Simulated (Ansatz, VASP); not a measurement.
## SnSe2: VASP beside Ansatz

Contents of INCAR:

```
PREC = Accurate
ENCUT = 500
EDIFF = 1E-6
ISMEAR = 0
SIGMA = 0.03
LREAL = F
LASPH = T
NELM = 120
ALGO = Normal
ISIF = 2
LWAVE = F
LCHARG = T
GGA = PE
IVDW = 12
LELF = T
LVHAR = T
NBANDS = 20
GGA_COMPAT = F
```

File KPOINTS:

```
Automatic mesh
0
Gamma
  12 12 6
```

Contents of POSCAR:

```
SnSe2
1.0
    3.9840000000      0.0000000000      0.0000000000
   -1.9920000000      3.4502452087      0.0000000000
    0.0000000000      0.0000000000      7.3081000000
Sn Se
1 2
Direct
    0.0000000000      0.0000000000      0.0000000000
    0.3333333333      0.6666666667      0.2651331237
    0.6666666667      0.3333333333      0.7348668763
```

Input for Ansatz:

```yaml
crystal:
  lattice:
    - [3.984, 0.0, 0.0]
    - [-1.992, 3.4502452087, 0.0]
    - [0.0, 0.0, 7.3081]
  atoms:
    - { symbol: Sn, position: [0.0, 0.0, 0.0] }
    - { symbol: Se, position: [0.3333333333, 0.6666666667, 0.2651331237] }
    - { symbol: Se, position: [0.6666666667, 0.3333333333, 0.7348668763] }
basis:
  ecutwfc: 420
kpoints:
  mp_grid: { grid: [12, 12, 6] }
hamiltonian:
  xc: pbe
  dispersion: d3bj
scf:
  occupations: { method: gaussian, width: 0.03 }
output:
  forces: true
  stress: true
  eigenvalues: true
```

Alike in both runs: task single point; functional PBE; dispersion D3(BJ); k mesh 12 × 12 × 6; occupations gaussian, width 0.03 eV; no spin polarisation.

|  | VASP | Ansatz |
| --- | --- | --- |
| version | VASP 6.6.1 | Ansatz 0.2.0 |
| potentials or method | VASP PAW PBE potentials, release 64 (Sn_d, Se), cutoff 500 eV | scalar-relativistic, plane waves, PAW |
| valence electrons in the cell | 26 | 46 |

VASP gave:

| Quantity | Value |
| --- | --- |
| gap on the k mesh at the Fermi level (eV) | none |
| pressure (GPa) | -8.9 |
| traceless stress, the component that is largest in VASP (GPa) | -5.21 |
| rms of the force components (eV/Å) | 0.925 |

Question: What did Ansatz give for the same quantities?

Answer: gap on the k mesh at the Fermi level (eV): none; pressure (GPa): -8.9; traceless stress, the component that is largest in VASP (GPa): -5.22; rms of the force components (eV/Å): 0.927.

Atom by atom the forces differ by 0.002 eV/Å (rms over components). A gap of «none» marks a metal or a gap that the smearing closes. VASP's potentials hold 26 valence electrons a cell and Ansatz's 46, so a difference there can come from the potentials and not from the codes.
